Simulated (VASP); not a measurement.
Ge: single point with LDA

Ge:

```
Ge
1.0
     3.91426    0.00000    0.00000
    -2.85923    2.67324    0.00000
    -0.32375   -1.41703    3.63436
Ge
2
Direct
  0.18594 0.93594 0.25000
  0.81406 0.06406 0.75000
```

```yaml
Program: VASP 6.6.1
Task: single point
Functional: LDA
Potentials_or_basis: VASP PAW LDA potentials, release 64 (Ge_d)
Cutoff: 520 eV
k_mesh: 11 × 11 × 11
Occupations: fermi-dirac, width 0.1 eV
Spin: no spin polarisation
```

* Pressure: -4.2 GPa
* Largest force: 0.060 eV/Å
* Band gap on the k mesh: zero (bands 14 and 15 overlap by 5.13 eV)

Forces in eV/Å, atoms in the order of the input:
```
Ge  -0.022 -0.056  0.000
Ge   0.022  0.056  0.000
```

Stress tensor (GPa, compression positive):
```
-4.09 -0.16 -0.75
-0.16 -4.43  0.30
-0.75  0.30 -3.93
```

Levels at points of the mesh, in eV from the Fermi level:
| k point | band 10 | band 11 | band 12 | band 13 | band 14 | band 15 | band 16 | band 17 | band 18 | band 19 |
| --- | --- | --- | --- | --- | --- | --- | --- | --- | --- | --- |
| (0.00, 0.00, 0.00) | -24.52 | -13.10 | -3.91 | -2.34 | -1.89 | 3.55 | 6.88 | 7.08 | 7.79 | 8.12 |

Run time: 3.7 min on 1 thread of Intel(R) Xeon(R) Platinum 8488C (Sapphire Rapids), with other jobs on the host, peak memory 0.25 GiB.

Caveat: the cell stands under tension.
